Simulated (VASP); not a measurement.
# ZnS (Cm) in VASP: a series of runs, part 2 of 2

VASP 6.6.1.

## Step 3: Single point, PBE (atom 1 (Zn) moved +0.360 Å towards its neighbour atom 4 (S) at 2.357 Å)

Input file INCAR:

```
ALGO = Normal
EDIFF = 1E-6
ENCUT = 520
GGA = PE
ISIF = 2
ISMEAR = 0
LASPH = True
LCHARG = False
LREAL = False
LWAVE = False
NBANDS = 26
NELM = 100
PREC = Accurate
SIGMA = 0.05
```

Input file KPOINTS:

```
k-points
0
Gamma
  12 12 4
```

Input file POSCAR:

```
ZnS
1.0
    3.8454929889      0.0000000000      0.0000000000
   -1.9227464944      3.3302946184      0.0000000000
    0.0000000000      0.0000000000      6.3053333047
Zn S
2 2
Direct
    0.2315035418      0.6157517709     -0.0139404395
    0.6666666667      0.3333333333      0.5052197899
    0.3333333333      0.6666666667      0.3797802101
    0.6666666667      0.3333333333      0.8797802101
```

Potentials or basis: VASP PAW PBE potentials, release 64 (Zn, S).

The run is started by

```console
$ cat potpaw_PBE.64/Zn/POTCAR potpaw_PBE.64/S/POTCAR > POTCAR
$ mpirun -np 1 vasp_std > vasp.out
```

Run time: 1.9 min. Hardware: 1 thread of Intel Xeon 6975P-C (Granite Rapids), shared host; peak memory 0.4 GiB.

The run converged. Its results:

* Free energy: -13.0674 eV
* Pressure: 3.5 GPa
* Largest force: 4.537 eV/Å
* Band gap on the k mesh: 2.01 eV, direct

Forces in eV/Å, atoms in the order of the input:
```
Zn   3.634  2.098  1.726
Zn   0.032  0.019 -0.210
S   -0.103 -0.059 -0.358
S   -3.563 -2.057 -1.158
```

Stress tensor (GPa, compression positive):
```
8.41 5.64 4.08
5.64 1.90 2.36
4.08 2.36 0.34
```

Levels at points of the mesh, in eV from the valence-band top:
```
           k point  band 16  band 17  band 18  band 19  band 20  band 21
(0.00, 0.00, 0.00)    -0.19    -0.03     0.00     2.01     2.86     5.84
(0.50, 0.00, 0.00)    -2.25    -1.86    -0.98     3.84     4.23     5.05
(0.00, 0.50, 0.00)    -2.20    -1.46    -0.92     3.16     4.07     5.03
(0.00, 0.00, 0.50)    -0.46    -0.35    -0.21     3.16     3.52     5.88
(0.50, 0.00, 0.50)    -1.75    -1.45    -1.43     3.25     3.84     5.03
(0.00, 0.50, 0.50)    -1.66    -1.43    -1.31     3.18     3.61     4.64
```

Caveat: the cell differs from its parent crystal (atom 1 (Zn) moved +0.360 Å towards its neighbour atom 4 (S) at 2.357 Å); forces of over 1 eV/Å act on the atoms, so gaps and moduli don't describe the material at rest. A k mesh can miss the band edges.

## Step 4: Single point, PBE (atom 1 (Zn) moved -0.270 Å towards its neighbour atom 4 (S) at 2.357 Å)

Input file INCAR:

```
PREC = Accurate
ENCUT = 520
EDIFF = 1E-7
ISMEAR = 0
SIGMA = 0.05
LREAL = False
LASPH = True
NELM = 60
ALGO = Normal
ISIF = 2
LWAVE = False
LCHARG = False
GGA = PE
NBANDS = 26
```

Input file KPOINTS:

```
regular mesh
0
Gamma
  12 12 4
```

POSCAR, as its differences from that of step 3:

```diff
@@ -8,3 +8,3 @@
 Direct
-    0.2315035418      0.6157517709     -0.0139404395
+    0.4097056770      0.7048528385      0.0195899619
     0.6666666667      0.3333333333      0.5052197899
```

Potentials or basis: VASP PAW PBE potentials, release 64 (Zn, S).

The run is started by

```console
$ cat potpaw_PBE.64/Zn/POTCAR potpaw_PBE.64/S/POTCAR > POTCAR
$ mpirun -np 1 vasp_std > vasp.out
```

OUTCAR:

```text
PREC = Accurate
   ENCUT = 520
   EDIFF = 1E-7
   ISMEAR = 0
   LREAL = False
   LASPH = True
   NELM = 60
   ISIF = 2
   GGA = PE

 ion  position               nearest neighbor table
   1  0.410  0.705  0.020-   4 2.28   4 2.28   3 2.29   4 2.63
   2  0.667  0.333  0.505-   3 2.36   3 2.36   3 2.36   4 2.36
   3  0.333  0.667  0.380-   1 2.29   2 2.36   2 2.36   2 2.36
   4  0.667  0.333  0.880-   1 2.28   1 2.28   2 2.36   1 2.63

  LATTYP: Found a hexagonal cell.
 ALAT       =     3.8454929889
 C/A-ratio  =     1.6396683918

  Lattice vectors:

 A1 = (   3.8454929889,   0.0000000000,   0.0000000000)
 A2 = (  -1.9227464944,   3.3302946184,   0.0000000000)
 A3 = (   0.0000000000,   0.0000000000,   6.3053333047)

Analysis of symmetry for initial positions (statically):
=====================================================================
 Subroutine PRICEL returns:
 Original cell was already a primitive cell.

 Routine SETGRP: Setting up the symmetry group for a
[... 164 lines left out ...]

 Free energy of the ion-electron system (eV)
  ---------------------------------------------------
  ext. energy  EPLUGINS =         0.00000000
  ---------------------------------------------------
  free energy    TOTEN  =       -13.55708465 eV

  energy without entropy =      -13.55708465  energy(sigma->0) =      -13.55708465

 E-fermi :   2.3020     XC(G=0):  -9.5169

 val. band max:        2.0444860727   @ k =   0.0000   0.0000   0.0000
 cond. band min:       3.9811626161   @ k =   0.0000   0.0000   0.0000
 fundamental gap:      1.9366765435
 Fermi energy:         2.3020346418

 k-point     1 :       0.0000    0.0000    0.0000
  band No.  band energies     occupation
      1     -11.1495      2.00000
      2     -10.1818      2.00000
      3      -4.4497      2.00000
      4      -4.4382      2.00000
      5      -4.3725      2.00000
      6      -4.2908      2.00000
[... 685 lines left out ...]
     25      10.8153      0.00000
     26      11.5438      0.00000

 [... further k-points ...]
[... 5 lines left out ...]
  --------------------------------------------------------------------------------------
  -------------------------------------------------------------------------------------
  Total        0.0365793      0.5725676      0.7430812     -0.4641795     -0.2244365     -0.3887359
  in kB        0.7257774     11.3604258     14.7436195     -9.2098756     -4.4530890     -7.7129854
  external PRESSURE =       8.9432742 kB  Pullay stress =       0.0000000 kB

 VOLUME and BASIS-vectors are now :
 -----------------------------------------------------------------------------
  energy-cutoff  :      520.00
  volume of cell :       80.75
      direct lattice vectors                 reciprocal lattice vectors
     3.845492989  0.000000000  0.000000000     0.260044682  0.150136867  0.000000000
    -1.922746494  3.330294618  0.000000000     0.000000000  0.300273734  0.000000000
     0.000000000  0.000000000  6.305333305     0.000000000  0.000000000  0.158595898

 POSITION                                       TOTAL-FORCE (eV/Angst)
 -----------------------------------------------------------------------------------
      0.22027      2.34737      0.12352        -0.626368     -0.361634     -0.425226
      1.92275      1.11010      3.18558        -0.052164     -0.030117      0.178393
     -0.00000      2.22020      2.39464         0.060247      0.034783      0.326404
      1.92275      1.11010      5.54731         0.618285      0.356967     -0.079571
 -----------------------------------------------------------------------------------
    total drift:                               -0.000399     -0.000227     -0.000171

  FREE ENERGIE OF THE ION-ELECTRON SYSTEM (eV)
  ---------------------------------------------------
  free  energy   TOTEN  =       -13.5570846535 eV

  energy  without entropy=      -13.5570846535  energy(sigma->0) =      -13.55708465
```

It took 2.2 min on 1 thread of Intel Xeon 6975P-C (Granite Rapids), shared host; peak memory 0.4 GiB.

Results:

```yaml
Free_energy: -13.5571 eV
Pressure: 0.9 GPa
Largest_force: 0.839 eV/Å
Band_gap_on_the_k_mesh: 1.94 eV, direct
```

Forces on the atoms (eV/Å):
```
Zn  -0.626 -0.362 -0.425
Zn  -0.052 -0.030  0.178
S    0.060  0.035  0.326
S    0.618  0.357 -0.080
```

Caveat: the cell differs from its parent crystal (atom 1 (Zn) moved -0.270 Å towards its neighbour atom 4 (S) at 2.357 Å). A k mesh can miss the band edges.
